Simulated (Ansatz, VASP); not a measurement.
One calculation of BaTiO3, two programs

File INCAR:

```
SYSTEM = BaTiO3
PREC     = Accurate       ! precision mode
ENCUT    = 520            ! plane-wave cutoff, eV
EDIFF    = 1E-6           ! SCF threshold, eV
ISMEAR   = 0              ! smearing method
SIGMA    = 0.01           ! smearing width, eV
LREAL    = .FALSE.        ! projectors in reciprocal space
LASPH    = .TRUE.         ! aspherical terms in the spheres
NELM     = 60             ! most SCF steps
ALGO     = Normal         ! electronic algorithm
ISIF     = 2              ! what is computed and relaxed
LWAVE    = .FALSE.        ! write WAVECAR
LCHARG   = .TRUE.         ! write CHGCAR
GGA      = PE             ! functional
LELF     = .TRUE.         ! ELF
LVHAR    = .TRUE.       
NBANDS   = 28             ! bands
```

Contents of KPOINTS:

```
Automatic mesh
0
G
  4 4 4
  0 0 0
```

POSCAR

```
BaTiO3
1.0
    3.9804821087      0.0492217639     -0.0377026291
    0.0492217639      4.2165242059     -0.0094757405
   -0.0378729119     -0.0095258237      4.0000646379
Ba Ti O
1 1 3
Direct
    0.0085000000      0.9970600000      0.0281600000
    0.5262100000      0.5032200000      0.4668900000
    0.4648300000      0.5315200000      0.0142500000
    0.4559600000      0.9838900000      0.4934600000
    0.0050800000      0.4811500000      0.5275000000
```

Input for Ansatz:

```yaml
crystal:
  lattice:
    - [3.980482108699631, 0.0492217638779074, -0.03770262906724531]
    - [0.0492217638779074, 4.216524205928546, -0.009475740461640292]
    - [-0.03787291192966379, -0.009525823656469257, 4.000064637877757]
  atoms:
    - { symbol: Ba, position: [0.0085, 0.99706, 0.02816] }
    - { symbol: Ti, position: [0.52621, 0.50322, 0.46689] }
    - { symbol: O, position: [0.46483, 0.53152, 0.01425] }
    - { symbol: O, position: [0.45596, 0.98389, 0.49346] }
    - { symbol: O, position: [0.00508, 0.48115, 0.5275] }
basis:
  ecutwfc: 540.0
  xc_grid: 2
kpoints:
  mp_grid:
    grid: [4, 4, 4]
hamiltonian:
  xc: pbe
scf:
  convergence:
    dr2_threshold: 1.0e-09
  occupations:
    method: fixed
output:
  forces: true
  stress: true
```

Alike in both runs: task single point; functional PBE; k mesh 4 × 4 × 4; no spin polarisation.

```csv
,VASP,Ansatz
version,VASP 6.6.1,Ansatz 0.2.0
potentials or method,"VASP PAW PBE potentials, release 64 (Ba_sv, Ti_sv, O), cutoff 520 eV","plane waves, PAW"
occupations,"gaussian, width 0.01 eV",fixed
valence electrons in the cell,40,40
```

Ansatz gave:

- pressure (GPa): -1.0
- traceless stress, the component that is largest in VASP (GPa): -5.26
- rms of the force components (eV/Å): 0.762

Which values does VASP return?

Pressure (GPa): 0.7; traceless stress, the component that is largest in VASP (GPa): -5.62; rms of the force components (eV/Å): 0.793.

Atom by atom the forces differ by 0.067 eV/Å (rms over components). Ansatz's warnings: stress scf threshold loose.

Spin-orbit coupling is off throughout.
